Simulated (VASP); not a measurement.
# In (I4/mmm) in VASP: a series of runs, part 3 of 3

VASP 6.6.1.

## 5. Single point, r2SCAN

This run uses another cell than the first one, of 27.71 Å³/atom, 1.060 times its volume.

File POSCAR:

```
In
1.0
   -1.6573500545      1.6573500545      2.5222162388
    1.6573500545     -1.6573500545      2.5222162388
    1.6573500545      1.6573500545     -2.5222162388
In
1
Direct
    0.0000000000      0.0000000000      0.0000000000
```

File INCAR.step1:

```
ALGO = Normal
EDIFF = 1E-4
ENCUT = 520
GGA = PE
ISMEAR = -1
LASPH = True
LCHARG = False
LREAL = False
LWAVE = True
NBANDS = 12
NELM = 100
PREC = Accurate
SIGMA = 0.05
```

File INCAR.step2:

```
ALGO = Normal
EDIFF = 1E-7
ENCUT = 520
ISIF = 2
ISMEAR = -1
ISTART = 1
LASPH = True
LCHARG = False
LMIXTAU = True
LREAL = False
LWAVE = False
METAGGA = R2SCAN
NBANDS = 12
NELM = 100
PREC = Accurate
SIGMA = 0.05
```

File KPOINTS:

```
k-points
0
Gamma
  11 11 11
```

Potentials or basis: VASP PAW PBE potentials, release 64 (In_d).

Run with:

```bash
cat potpaw_PBE.64/In_d/POTCAR > POTCAR
cp INCAR.step1 INCAR
mpirun -np 1 vasp_std > vasp.out
cp INCAR.step2 INCAR
mpirun -np 1 vasp_std > vasp.out
```

OUTCAR:

```text
EDIFF = 1E-7
   ENCUT = 520
   ISIF = 2
   ISMEAR = -1
   ISTART = 1
   LASPH = True
   LREAL = False
   METAGGA = R2SCAN
   NELM = 100
   PREC = Accurate

 ion  position               nearest neighbor table
   1  0.000  0.000  0.000-

  LATTYP: Found a body centered tetragonal cell.
 ALAT       =     3.3147001090
 C/A-ratio  =     1.5218367610

  Lattice vectors:

 A1 = (  -1.6573500545,   1.6573500545,   2.5222162388)
 A2 = (   1.6573500545,  -1.6573500545,   2.5222162388)
 A3 = (   1.6573500545,   1.6573500545,  -2.5222162388)

Analysis of symmetry for initial positions (statically):
=====================================================================
 Subroutine PRICEL returns:
 Original cell was already a primitive cell.

 Routine SETGRP: Setting up the symmetry group for a
 body centered tetragonal supercell.

 Subroutine GETGRP returns: Found 16 space group operations
 (whereof 16 operations were pure point group operations)
 out of a pool of 16 trial point group operations.

The static configuration has the point symmetry D_4h.

Analysis of symmetry for dynamics (positions and initial velocities):
=====================================================================
 Subroutine PRICEL returns:
 Original cell was already a primitive cell.

 Routine SETGRP: Setting up the symmetry group for a
 body centered tetragonal supercell.

 Subroutine GETGRP returns: Found 16 space group operations
 (whereof 16 operations were pure point group operations)
 out of a pool of 16 trial point group operations.

The dynamic configuration has the point symmetry D_4h.

 Subroutine INISYM returns: Found 16 space group operations
 (whereof 16 operations are pure point group operations),
 and found     1 'primitive' translations

----------------------------------------------------------------------------------------

                                     Primitive cell

  volume of cell :      27.7122

  direct lattice vectors                    reciprocal lattice vectors
    -1.657350054  1.657350054  2.522216239     0.000000000  0.301686417  0.198238356
     1.657350054 -1.657350054  2.522216239     0.301686417  0.000000000  0.198238356
     1.657350054  1.657350054 -2.522216239     0.301686417  0.301686417  0.000000000

  length of vectors
     3.443137110  3.443137110  3.443137110     0.360989113  0.360989113  0.426649023

  position of ions in fractional coordinates (direct lattice)
     0.000000000  0.000000000  0.000000000

  ion indices of the primitive-cell ions
   primitive index   ion index
                 1           1

----------------------------------------------------------------------------------------

 KPOINTS: k-points

Automatic generation of k-mesh.
 Grid dimensions read from file:
 generate k-points for:   11   11   11

 Generating k-lattice:

  Cartesian coordinates                     Fractional coordinates (reciprocal lattice)
     0.000000000  0.027426038  0.018021669     0.090909091  0.000000000  0.000000000
     0.027426038  0.000000000  0.018021669     0.000000000  0.090909091  0.000000000
     0.027426038  0.027426038  0.000000000     0.000000000  0.000000000  0.090909091

  Length of vectors
     0.032817192  0.032817192  0.038786275

  Shift w.r.t. Gamma in fractional coordinates (k-lattice)
     0.000000000  0.000000000  0.000000000

 Subroutine IBZKPT returns following result:
 ===========================================

 Found    126 irreducible k-points:

 Following reciprocal coordinates:
            Coordinates               Weight
  0.000000  0.000000  0.000000      1.000000
  0.090909 -0.000000  0.000000      8.000000
  0.181818 -0.000000  0.000000      8.000000
  0.272727 -0.000000  0.000000      8.000000
  0.363636 -0.000000  0.000000      8.000000
  0.454545 -0.000000  0.000000      8.000000
[... 16 lines left out ...]
 -0.272727  0.181818  0.000000     16.000000
 -0.181818  0.181818  0.000000      4.000000
 [... further k-points ...]
   k-points           NKPTS =    126   k-points in BZ     NKDIM =    126   number of bands    NBANDS=     12
   number of dos      NEDOS =    301   number of ions     NIONS =      1
   total plane-waves  NPLWV =  21952
   dimension x,y,z NGX =    28 NGY =   28 NGZ =   28
   dimension x,y,z NGXF=    56 NGYF=   56 NGZF=   56
   ions per type =               1
   NGX,Y,Z   is equivalent  to a cutoff of  13.52, 13.52, 13.52 a.u.
   NGXF,Y,Z  is equivalent  to a cutoff of  27.04, 27.04, 27.04 a.u.
 SYSTEM =  unknown system
   PREC   = accura    normal or accurate (medium, high low for compatibility)
   ISTART =      1    job   : 0-new  1-cont  2-samecut
   ICHARG =      0    charge: 1-file 2-atom 10-const
   ISPIN  =      1    spin polarized calculation?
   LNONCOLLINEAR =      F non collinear calculations
   LSORBIT =      F    spin-orbit coupling
   LASPH  =      T    aspherical Exc in radial PAW
   ENCUT  =  520.0 eV  38.22 Ry    6.18 a.u.   6.40  6.40  6.40*2*pi/ulx,y,z
   NELM   =    100;   NELMIN=  2; NELMDL=  0     # of ELM steps
   EDIFF  = 0.1E-06   stopping-criterion for ELM
   LREAL  =      F    real-space projection
   EDIFFG = 0.1E-05   stopping-criterion for IOM
   NSW    =      0    number of steps for IOM
   IBRION =     -1    ionic relax: 0-MD 1-quasi-New 2-CG
   NFREE  =      0    steps in history (QN), initial steepest desc. (CG)
   ISIF   =      2    stress and relaxation
   ISYM   =      2    0-nonsym 1-usesym 2-fastsym
   POTIM  = 0.5000    time-step for ionic-motion
   TEBEG  =    0.0;   TEEND  =   0.0 temperature during run
   PSTRESS=    0.0 pullay stress
   NELECT =      13.0000    total number of electrons
   NUPDOWN=      -1.0000    fix difference up-down
   EMIN   =  10.00;   EMAX   =-10.00  energy-range for DOS
   EFERMI =   0.00;   METHOD = LEGACY
   ISMEAR =    -1;   SIGMA  =   0.05  broadening in eV -4-tet -1-fermi 0-gaus
   EFERMI_NEDOS =   21; number of points for ismear=-14 and -15
   IALGO  =     38    algorithm
   IMIX   =      4    mixing-type and parameters
     AMIX     =   0.40;   BMIX     =  1.00
     AMIX_MAG =   1.60;   BMIX_MAG =  1.00
  volume/ion in A,a.u.               =      27.71       187.01
  Fermi-wavevector in a.u.,A,eV,Ry     =   1.272035  2.403797 22.015215  1.618073
  Thomas-Fermi vector in A             =   2.404935
   LORBIT       =      0    0 simple, 1 ext, 2 COOP (PROOUT), +10 PAW based schemes
   METAGGA = R2SCAN    functional components
   LHFCALC =     F    Hartree Fock is set to
   AEXX    =    0.0000 exact exchange contribution
   IVDW    =     0    specifies the selected vdW correction
   LEPSILON=     F    determine dielectric tensor
   LRPA    =     F    only Hartree local field effects (RPA)
 non-spin polarized calculation
  energy-cutoff  :      520.00
  volume of cell :       27.71
 maximum number of plane-waves:       760
 NGX is ok and might be reduce to    28
   NGX = 13   NGY = 13   NGZ = 13

 number of electron      12.9999995 magnetization

 Free energy of the ion-electron system (eV)
  ---------------------------------------------------
  ext. energy  EPLUGINS =         0.00000000
  ---------------------------------------------------
  free energy    TOTEN  =       -22.56490638 eV

  energy without entropy =      -22.56134127  energy(sigma->0) =      -22.56312383

 E-fermi :   6.8728     XC(G=0): -10.7692

 val. band max:        6.8121884869   @ k =   0.3636   0.2727   0.1818
 cond. band min:       6.8838773914   @ k =  -0.4545   0.4545   0.2727
 fundamental gap:      0.0716889045
 Fermi energy:         6.8728128127

 k-point     1 :       0.0000    0.0000    0.0000
  band No.  band energies     occupation
      1      -8.3911      2.00000
      2      -8.2941      2.00000
      3      -8.2940      2.00000
      4      -8.2250      2.00000
      5      -8.1264      2.00000
      6      -2.7842      2.00000
      7      17.4601      0.00000
      8      17.4601      0.00000
      9      17.6437      0.00000
     10      18.9214      0.00000
     11      20.8283      0.00000
     12      21.0849      0.00000
[... 331 lines left out ...]
 k-point    24 :      -0.1818    0.1818    0.0000
  band No.  band energies     occupation
      1      -8.3575      2.00000
      2      -8.2695      2.00000
      3      -8.2270      2.00000
      4      -8.2219      2.00000
      5      -8.1480      2.00000
      6      -1.7579      2.00000
      7      14.0264      0.00000
      8      14.3625      0.00000
      9      14.9753      0.00000
     10      16.3754      0.00000
     11      18.7530      0.00000
     12      23.7925      0.00000

 [... further k-points ...]
[... 5 lines left out ...]
  --------------------------------------------------------------------------------------
  -------------------------------------------------------------------------------------
  Total       -0.3215345     -0.3215345     -0.3460445      0.0000000     -0.0000000      0.0000000
  in kB      -18.5894828    -18.5894828    -20.0065289      0.0000000     -0.0000000      0.0000000
  external PRESSURE =     -19.0618315 kB  Pullay stress =       0.0000000 kB

 VOLUME and BASIS-vectors are now :
 -----------------------------------------------------------------------------
  energy-cutoff  :      520.00
  volume of cell :       27.71
      direct lattice vectors                 reciprocal lattice vectors
    -1.657350054  1.657350054  2.522216239     0.000000000  0.301686417  0.198238356
     1.657350054 -1.657350054  2.522216239     0.301686417  0.000000000  0.198238356
     1.657350054  1.657350054 -2.522216239     0.301686417  0.301686417  0.000000000

 POSITION                                       TOTAL-FORCE (eV/Angst)
 -----------------------------------------------------------------------------------
      0.00000      0.00000      0.00000         0.000000      0.000000     -0.000000
 -----------------------------------------------------------------------------------
    total drift:                               -0.000000     -0.000000     -0.000000

  FREE ENERGIE OF THE ION-ELECTRON SYSTEM (eV)
  ---------------------------------------------------
  free  energy   TOTEN  =       -22.5649063795 eV

  energy  without entropy=      -22.5613412705  energy(sigma->0) =      -22.56312383
```

OUTCAR.step1:

```text
EDIFF = 1E-4
   ENCUT = 520
   GGA = PE
   ISMEAR = -1
   LASPH = True
[... 576 lines left out ...]

 POSITION                                       TOTAL-FORCE (eV/Angst)
 -----------------------------------------------------------------------------------
      0.00000      0.00000      0.00000         0.000000      0.000000      0.000000
 -----------------------------------------------------------------------------------
    total drift:                               -0.000000     -0.000000     -0.000000

  FREE ENERGIE OF THE ION-ELECTRON SYSTEM (eV)
  ---------------------------------------------------
  free  energy   TOTEN  =        -2.5597637786 eV

  energy  without entropy=       -2.5555048122  energy(sigma->0) =       -2.55763430
```

OSZICAR.step1:

```text
N       E                     dE             d eps       ncg     rms          rms(c)
DAV:   1     0.779681477306E+02    0.77968E+02   -0.61959E+03  3068   0.134E+03
DAV:   2     0.126733658114E+01   -0.76701E+02   -0.74927E+02  3196   0.288E+02
DAV:   3    -0.249239960447E+01   -0.37597E+01   -0.37502E+01  3572   0.639E+01
DAV:   4    -0.257932034256E+01   -0.86921E-01   -0.86892E-01  3900   0.984E+00
DAV:   5    -0.258321496464E+01   -0.38946E-02   -0.38945E-02  4144   0.183E+00    0.203E+00
DAV:   6    -0.256354585964E+01    0.19669E-01   -0.32613E-02  3868   0.359E+00    0.101E+00
DAV:   7    -0.255994227879E+01    0.36036E-02   -0.10412E-02  3928   0.186E+00    0.234E-01
DAV:   8    -0.255975661216E+01    0.18567E-03   -0.81650E-04  3856   0.474E-01    0.304E-02
DAV:   9    -0.255976377862E+01   -0.71665E-05   -0.10646E-05  2012   0.494E-02
   1 F= -.25597638E+01 E0= -.25576343E+01  d E =-.425897E-02
```

It took 2.6 min on 1 thread of Intel Xeon Platinum 8259CL at 2.50GHz (Skylake/Cascade Lake), shared host; peak memory 0.19 GiB.

Results:

```
Free energy : -22.5649 eV
Pressure    : -1.9 GPa
```

Levels at points of the mesh, in eV from the Fermi level:
```
           k point  band 2  band 3  band 4  band 5  band 6  band 7  band 8  band 9  band 10  band 11
(0.00, 0.00, 0.00)  -15.17  -15.17  -15.10  -15.00   -9.66   10.59   10.59   10.77    12.05    13.96
```

Caveat: the PAW data sets were made with another functional, which shifts forces and pressure a little; spin-orbit coupling is left out, which moves the levels of the heavy elements.

## 6. Overview

| cell | gap on the mesh (eV) | pressure (GPa) |
| --- | --- | --- |
| a = 3.377 Å, angles 122.5, 122.5, 85.8°, 1 atom | none | 0.3 |
| a = 3.399 Å, angles 122.5, 122.5, 85.8°, 1 atom | none | -0.6 |
| a = 3.421 Å, angles 122.5, 122.5, 85.8°, 1 atom | none | -1.3 |
| a = 3.443 Å, angles 122.5, 122.5, 85.8°, 1 atom | none | -1.9 |

Alike in all rows: task single point; level r2SCAN; potentials or basis VASP PAW PBE potentials, release 64 (In_d); no spin polarisation; k mesh 11 × 11 × 11; cutoff (eV) 520; smearing fermi-dirac 0.05 eV.

Caveats: the PAW data sets were made with another functional, which shifts forces and pressure a little; spin-orbit coupling is left out, which moves the levels of the heavy elements.

Absolute energies hang on the potentials; compare differences alone.
